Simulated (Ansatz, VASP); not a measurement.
# LiNbO3 in VASP and in Ansatz

```xyz
10
Lattice="2.5560 1.4757 4.8006 -2.5560 1.4757 4.8006 0.0000 -2.9514 4.8006" Properties=species:S:1:pos:R:3 pbc="T T T"
Li    0.0000    0.0000    3.6004
Li    0.0000    0.0000   10.8013
Nb    0.0000    0.0000    0.0000
Nb    0.0000    0.0000    7.2009
O    -0.7096   -1.4757    6.0007
O     1.6328    0.1233    6.0007
O    -0.9232    1.3524    6.0007
O     0.7096    1.4757    8.4010
O    -1.6328   -0.1233    8.4010
O     0.9232   -1.3524    8.4010
```

Alike in both runs: task single point; functional PBE; k mesh 6 × 6 × 6; occupations gaussian, width 0.05 eV; no spin polarisation.

|  | VASP | Ansatz |
| --- | --- | --- |
| version | VASP 6.6.1 | Ansatz 0.2.0 |
| potentials or method | VASP PAW PBE potentials, release 64 (Li_sv, Nb_sv, O), cutoff 520 eV | scalar-relativistic, plane waves, PAW |
| valence electrons in the cell | 68 | 68 |

|  | VASP | Ansatz | Ansatz less VASP |
| --- | --- | --- | --- |
| gap on the k mesh at the Fermi level (eV) | 2.38 | 2.39 | +0.016 |
| least direct gap on the mesh (eV) | 2.45 | 2.47 | +0.014 |
| rms of the force components (eV/Å) | 0.421 | 0.407 | -0.0148 |

Atom by atom the forces differ by 0.015 eV/Å (rms over components). With one functional, cell and mesh, what is left measures potentials, basis and numerics.

Noted on VASP's run: the cutoff is under 1.25 times that of the potentials, so the pressure is a little rough.
